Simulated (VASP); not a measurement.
TiSi2: single point with PBE

TiSi2:

```
Ti Si
1.0
     1.80464   -6.89920    0.00000
     1.80464    6.89920    0.00000
     0.00000    0.00000    3.64153
Ti Si
2 4
Cartesian
  1.8046 -5.4753 2.7311
  1.8046 5.4753 0.9104
  1.8046 -0.8160 2.7311
  1.8046 0.8160 0.9104
  1.8046 3.4520 2.7311
  1.8046 -3.4520 0.9104
```

* Program: VASP 6.6.1
* Task: single point
* Functional: PBE
* Potentials or basis: VASP PAW PBE potentials, release 64 (Ti_sv, Si)
* Cutoff: 520 eV
* k mesh: 12 × 12 × 12
* Occupations: gaussian, width 0.15 eV
* Spin: no spin polarisation
* Dipole correction: no
* Further INCAR settings: ALGO = Normal; EDIFF = 1e-06; NBANDS = 29

- Pressure: -6.4 GPa
- Largest force: 0.136 eV/Å
- Band gap on the k mesh: zero (bands 20 and 21 overlap by 0.94 eV)

Forces in eV/Å, atoms in the order of the input:
```
Ti   0.000  0.129  0.000
Ti   0.000 -0.129  0.000
Si   0.000  0.136  0.000
Si   0.000 -0.136  0.000
Si   0.000 -0.004  0.000
Si   0.000  0.004  0.000
```

Stress tensor (GPa, compression positive):
```
-6.46  0.00  0.00
 0.00 -5.49  0.00
 0.00  0.00 -7.28
```

Levels at points of the mesh, in eV from the Fermi level:
| k point | band 17 | band 18 | band 19 | band 20 | band 21 | band 22 | band 23 | band 24 |
| --- | --- | --- | --- | --- | --- | --- | --- | --- |
| (0.00, 0.00, 0.00) | -2.05 | -1.97 | -1.97 | 0.44 | 0.48 | 0.76 | 0.85 | 1.26 |
| (0.50, 0.00, 0.00) | -1.56 | -1.38 | -0.58 | -0.52 | -0.49 | 1.02 | 1.29 | 1.51 |
| (0.50, 0.50, 0.00) | -2.31 | -1.87 | -1.09 | 0.38 | 0.62 | 0.71 | 0.84 | 0.86 |
| (0.00, 0.00, 0.50) | -1.48 | -1.48 | -0.05 | -0.05 | 0.78 | 0.78 | 1.44 | 1.44 |
| (0.50, 0.00, 0.50) | -3.09 | -3.09 | -2.29 | -2.29 | 1.61 | 1.61 | 1.72 | 1.72 |
| (0.50, 0.50, 0.50) | -1.93 | -1.93 | -0.80 | -0.80 | 0.39 | 0.39 | 1.53 | 1.53 |

Run time: 10 min on 1 thread of Intel(R) Xeon(R) 6975P-C (Granite Rapids), on a shared host, peak memory 0.75 GiB.

Caveat: the cell stands under tension.
